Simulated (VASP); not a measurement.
# TaN in VASP: a series of runs, part 2 of 2

VASP 6.6.1. Earlier steps stand in the parts before.

**5. Relaxation of cell and atoms, r2SCAN**

The input, POSCAR:

```
TaN
1.0
    0.0000000000      2.2113230000      2.2113230000
    2.2113230000      0.0000000000      2.2113230000
    2.2113230000      2.2113230000      0.0000000000
Ta N
1 1
Direct
    0.5000000000      0.5000000000      0.5000000000
    0.0000000000      0.0000000000      0.0000000000
```

The input, INCAR.step1:

```
SYSTEM = TaN
ALGO     = Normal         ! electronic algorithm
EDIFF    = 1E-4           ! SCF threshold, eV
ENCUT    = 600            ! plane-wave cutoff, eV
GGA      = PE             ! functional
ISMEAR   = -1             ! smearing method
LASPH    = .True.         ! aspherical terms in the spheres
LCHARG   = .False.        ! write CHGCAR
LREAL    = .False.        ! projectors in reciprocal space
LWAVE    = .True.         ! write WAVECAR
NELM     = 80             ! most SCF steps
PREC     = Accurate       ! precision mode
SIGMA    = 0.05           ! smearing width, eV
```

The input, INCAR.step2:

```
SYSTEM = TaN
ALGO     = Normal         ! electronic algorithm
EDIFF    = 1E-6           ! SCF threshold, eV
EDIFFG   = -0.01          ! ionic threshold
ENCUT    = 600            ! plane-wave cutoff, eV
IBRION   = 2              ! ionic algorithm
ISIF     = 3              ! what is computed and relaxed
ISMEAR   = -1             ! smearing method
ISTART   = 1            
LASPH    = .True.         ! aspherical terms in the spheres
LCHARG   = .False.        ! write CHGCAR
LMIXTAU  = .True.       
LREAL    = .False.        ! projectors in reciprocal space
LWAVE    = .False.        ! write WAVECAR
METAGGA  = R2SCAN         ! meta-GGA
NELM     = 80             ! most SCF steps
NSW      = 60             ! ionic steps
PREC     = Accurate       ! precision mode
SIGMA    = 0.05           ! smearing width, eV
```

The input, KPOINTS:

```
k-points
0
Gamma
  10 10 10
  0 0 0
```

Potentials or basis: VASP PAW PBE potentials, release 64 (Ta_pv, N).

Command:

```console
$ cat potpaw_PBE.64/Ta_pv/POTCAR potpaw_PBE.64/N/POTCAR > POTCAR
$ cp INCAR.step1 INCAR
$ mpirun -np 1 vasp_std > vasp.out
$ cp INCAR.step2 INCAR
$ mpirun -np 1 vasp_std > vasp.out
```

OUTCAR:

```text
SYSTEM = TaN
   EDIFF = 1E-6
   EDIFFG = -0.01
   ENCUT = 600
   IBRION = 2
   ISIF = 3
   ISMEAR = -1
   ISTART = 1
   LASPH = .True.
   LREAL = .False.
   METAGGA = R2SCAN
   NELM = 80
   NSW = 60
   PREC = Accurate

 ion  position               nearest neighbor table
   1  0.500  0.500  0.500-   2 2.21   2 2.21   2 2.21   2 2.21   2 2.21   2 2.21
   2  0.000  0.000  0.000-   1 2.21   1 2.21   1 2.21   1 2.21   1 2.21   1 2.21

  LATTYP: Found a face centered cubic cell.
 ALAT       =     4.4226460000

  Lattice vectors:

 A1 = (   0.0000000000,   2.2113230000,   2.2113230000)
 A2 = (   2.2113230000,   0.0000000000,   2.2113230000)
 A3 = (   2.2113230000,   2.2113230000,   0.0000000000)

Analysis of symmetry for initial positions (statically):
=====================================================================
 Subroutine PRICEL returns:
 Original cell was already a primitive cell.

 Routine SETGRP: Setting up the symmetry group for a
 face centered cubic supercell.

 Subroutine GETGRP returns: Found 48 space group operations
 (whereof 48 operations were pure point group operations)
 out of a pool of 48 trial point group operations.

The static configuration has the point symmetry O_h .

Analysis of symmetry for dynamics (positions and initial velocities):
=====================================================================
 Subroutine PRICEL returns:
 Original cell was already a primitive cell.

 Routine SETGRP: Setting up the symmetry group for a
 face centered cubic supercell.

 Subroutine GETGRP returns: Found 48 space group operations
 (whereof 48 operations were pure point group operations)
 out of a pool of 48 trial point group operations.

The dynamic configuration has the point symmetry O_h .

 Subroutine INISYM returns: Found 48 space group operations
 (whereof 48 operations are pure point group operations),
 and found     1 'primitive' translations

----------------------------------------------------------------------------------------

                                     Primitive cell

  volume of cell :      21.6265

  direct lattice vectors                    reciprocal lattice vectors
     0.000000000  2.211323000  2.211323000    -0.226108985  0.226108985  0.226108985
     2.211323000  0.000000000  2.211323000     0.226108985 -0.226108985  0.226108985
     2.211323000  2.211323000  0.000000000     0.226108985  0.226108985 -0.226108985

  length of vectors
     3.127282977  3.127282977  3.127282977     0.391632251  0.391632251  0.391632251

  position of ions in fractional coordinates (direct lattice)
     0.500000000  0.500000000  0.500000000
     0.000000000  0.000000000  0.000000000

  ion indices of the primitive-cell ions
   primitive index   ion index
                 1           1
                 2           2

----------------------------------------------------------------------------------------

 KPOINTS: k-points

Automatic generation of k-mesh.
[... 54 lines left out ...]
   NGX,Y,Z   is equivalent  to a cutoff of  14.88, 14.88, 14.88 a.u.
   NGXF,Y,Z  is equivalent  to a cutoff of  29.77, 29.77, 29.77 a.u.
 SYSTEM =  TaN
   PREC   = accura    normal or accurate (medium, high low for compatibility)
   ISTART =      1    job   : 0-new  1-cont  2-samecut
   ICHARG =      0    charge: 1-file 2-atom 10-const
   ISPIN  =      1    spin polarized calculation?
   LNONCOLLINEAR =      F non collinear calculations
   LSORBIT =      F    spin-orbit coupling
   LASPH  =      T    aspherical Exc in radial PAW
   ENCUT  =  600.0 eV  44.10 Ry    6.64 a.u.   6.25  6.25  6.25*2*pi/ulx,y,z
   NELM   =     80;   NELMIN=  2; NELMDL=  0     # of ELM steps
   EDIFF  = 0.1E-05   stopping-criterion for ELM
   LREAL  =      F    real-space projection
   EDIFFG = -.1E-01   stopping-criterion for IOM
   NSW    =     60    number of steps for IOM
   IBRION =      2    ionic relax: 0-MD 1-quasi-New 2-CG
   NFREE  =      1    steps in history (QN), initial steepest desc. (CG)
   ISIF   =      3    stress and relaxation
   ISYM   =      2    0-nonsym 1-usesym 2-fastsym
   POTIM  = 0.5000    time-step for ionic-motion
   TEBEG  =    0.0;   TEEND  =   0.0 temperature during run
   PSTRESS=    0.0 pullay stress
   NELECT =      16.0000    total number of electrons
   NUPDOWN=      -1.0000    fix difference up-down
   EMIN   =  10.00;   EMAX   =-10.00  energy-range for DOS
   EFERMI =   0.00;   METHOD = LEGACY
   ISMEAR =    -1;   SIGMA  =   0.05  broadening in eV -4-tet -1-fermi 0-gaus
   EFERMI_NEDOS =   21; number of points for ismear=-14 and -15
   IALGO  =     38    algorithm
   IMIX   =      4    mixing-type and parameters
     AMIX     =   0.40;   BMIX     =  1.00
     AMIX_MAG =   1.60;   BMIX_MAG =  1.00
  volume/ion in A,a.u.               =      10.81        72.97
  Fermi-wavevector in a.u.,A,eV,Ry     =   1.480651  2.798024 29.828417  2.192327
  Thomas-Fermi vector in A             =   2.594659
   LORBIT       =      0    0 simple, 1 ext, 2 COOP (PROOUT), +10 PAW based schemes
   METAGGA = R2SCAN    functional components
   LHFCALC =     F    Hartree Fock is set to
   AEXX    =    0.0000 exact exchange contribution
   IVDW    =     0    specifies the selected vdW correction
   LEPSILON=     F    determine dielectric tensor
   LRPA    =     F    only Hartree local field effects (RPA)
 conjugate gradient relaxation of ions
 non-spin polarized calculation
  energy-cutoff  :      600.00
  volume of cell :       21.63
 maximum number of plane-waves:       740
 NGX is ok and might be reduce to    28
   NGX = 13   NGY = 13   NGZ = 13

--------------------------------------- Ionic step        1  -------------------------------------------

 number of electron      15.9999999 magnetization

 Free energy of the ion-electron system (eV)
  ---------------------------------------------------
  ext. energy  EPLUGINS =         0.00000000
  ---------------------------------------------------
  free energy    TOTEN  =       -59.63820333 eV

  energy without entropy =      -59.63237132  energy(sigma->0) =      -59.63528733

------------------------ aborting loop because EDIFF is reached ----------------------------------------

  FORCE on cell =-STRESS in cart. coord.  units (eV):
  Direction    XX          YY          ZZ          XY          YZ          ZX
  --------------------------------------------------------------------------------------
  -------------------------------------------------------------------------------------
  Total       -0.5864044     -0.5864044     -0.5864044      0.0000000      0.0000000     -0.0000000
  in kB      -43.4431478    -43.4431478    -43.4431478      0.0000000      0.0000000     -0.0000000
  external PRESSURE =     -43.4431478 kB  Pullay stress =       0.0000000 kB
[... 59 lines left out ...]
--------------------------------------- Ionic step        3  -------------------------------------------

 number of electron      15.9999999 magnetization

 Free energy of the ion-electron system (eV)
  ---------------------------------------------------
  ext. energy  EPLUGINS =         0.00000000
  ---------------------------------------------------
  free energy    TOTEN  =       -59.64195176 eV

  energy without entropy =      -59.63623091  energy(sigma->0) =      -59.63909133

 E-fermi :   9.5884     XC(G=0): -14.4308

 val. band max:        9.4834577264   @ k =  -0.2000   0.2000   0.0000
 cond. band min:       9.6254493383   @ k =  -0.3000   0.3000   0.1000
 fundamental gap:      0.1419916119
 Fermi energy:         9.5883596013

 k-point     1 :       0.0000    0.0000    0.0000
  band No.  band energies     occupation
      1     -27.6092      2.00000
      2     -27.6092      2.00000
      3     -27.6092      2.00000
      4     -10.4084      2.00000
      5       5.4409      2.00000
      6       5.4409      2.00000
      7       5.4409      2.00000
      8       7.4053      2.00000
      9       7.4053      2.00000
     10       7.4053      2.00000
     11       9.6874      0.24234
     12       9.6874      0.24233
[... 331 lines left out ...]
 k-point    24 :       0.4000    0.3000    0.0000
  band No.  band energies     occupation
      1     -28.2198      2.00000
      2     -27.8513      2.00000
      3     -27.8254      2.00000
      4      -8.8716      2.00000
      5       1.2001      2.00000
      6       3.3739      2.00000
      7       4.0143      2.00000
      8       5.5437      2.00000
      9      11.8082      0.00000
     10      12.5001      0.00000
     11      12.5888      0.00000
     12      13.6648      0.00000

 [... further k-points ...]

------------------------ aborting loop because EDIFF is reached ----------------------------------------

  FORCE on cell =-STRESS in cart. coord.  units (eV):
  Direction    XX          YY          ZZ          XY          YZ          ZX
  --------------------------------------------------------------------------------------
  -------------------------------------------------------------------------------------
  Total       -0.0053060     -0.0053060     -0.0053060      0.0000000      0.0000000      0.0000000
  in kB       -0.3980742     -0.3980742     -0.3980742      0.0000000      0.0000000      0.0000000
  external PRESSURE =      -0.3980742 kB  Pullay stress =       0.0000000 kB
[... 17 lines left out ...]
  FREE ENERGIE OF THE ION-ELECTRON SYSTEM (eV)
  ---------------------------------------------------
  free  energy   TOTEN  =       -59.6419517626 eV

  energy  without entropy=      -59.6362309052  energy(sigma->0) =      -59.63909133

 reached required accuracy - stopping structural energy minimisation
```

It took 2.1 min on 1 thread of AMD EPYC 9R45 (Zen 5), shared host; peak memory 0.15 GiB.

Results:

```
Free energy                            : -59.6420 eV
Relaxed volume                         : 10.68 Å³/atom
Relaxed cell                           : a = 3.114 Å, b = 3.114 Å, c = 3.114 Å, α = 60.00°, β = 60.00°, γ = 60.00°
Space group after relaxing (to 0.05 Å) : Fm-3m (No. 225)
Energy gained by relaxing              : 1.9 meV/atom
Ionic steps                            : 3
Pressure after relaxing                : 0.0 GPa
Band gap on the k mesh                 : zero (band 8 reaches 11.47 eV, above the bottom of band 9 at 7.41 eV)
```

Step by step:
```tsv
step	energy change (eV)	largest force (eV/Å)	pressure (GPa)	volume (Å³)
1	0.0000	0.0000	-4.34	21.63
2	0.0178	0.0000	11.24	20.72
3	-0.0037	0.0000	-0.04	21.36
```

Final structure:
```yaml
crystal:
  lattice:
    - [0.00000, 2.20205, 2.20205]
    - [2.20205, 0.00000, 2.20205]
    - [2.20205, 2.20205, 0.00000]
  atoms:
    - { symbol: Ta, position: [0.50000, 0.50000, 0.50000] }
    - { symbol: N, position: [0.00000, 0.00000, 0.00000] }
```

Caveat: the PAW data sets were made with another functional, which shifts forces and pressure a little; spin-orbit coupling is left out, which moves the levels of the heavy elements.

**6. Overview**

```csv
task,level,cell,k mesh,cutoff (eV),smearing,gap on the mesh (eV),pressure (GPa)
single point,PBE,"a = 3.127 Å, angles 60.0°, 2 atoms",10 × 10 × 10,520,gaussian 0.013 eV,none,-0.6
single point,r2SCAN,"a = 3.094 Å, angles 60.0°, 2 atoms",10 × 10 × 10,520,fermi-dirac 0.05 eV,none,7.1
single point,PBE,"a = 3.159, b = 3.159, c = 3.190 Å, angles 59.7, 59.7, 60.7°, 2 atoms",9 × 9 × 9,520,fermi-dirac 0.05 eV,none,-12.1
relaxation of cell and atoms,r2SCAN,"relaxed from a = 3.127 Å, angles 60.0°, 2 atoms",10 × 10 × 10,600,fermi-dirac 0.05 eV,none,0.0
```

Alike in all rows: potentials or basis VASP PAW PBE potentials, release 64 (Ta_pv, N); no spin polarisation.

Caveats: spin-orbit coupling is left out, which moves the levels of the heavy elements; the PAW data sets were made with another functional, which shifts forces and pressure a little (some runs).

Absolute energies hang on the potentials; compare differences alone.
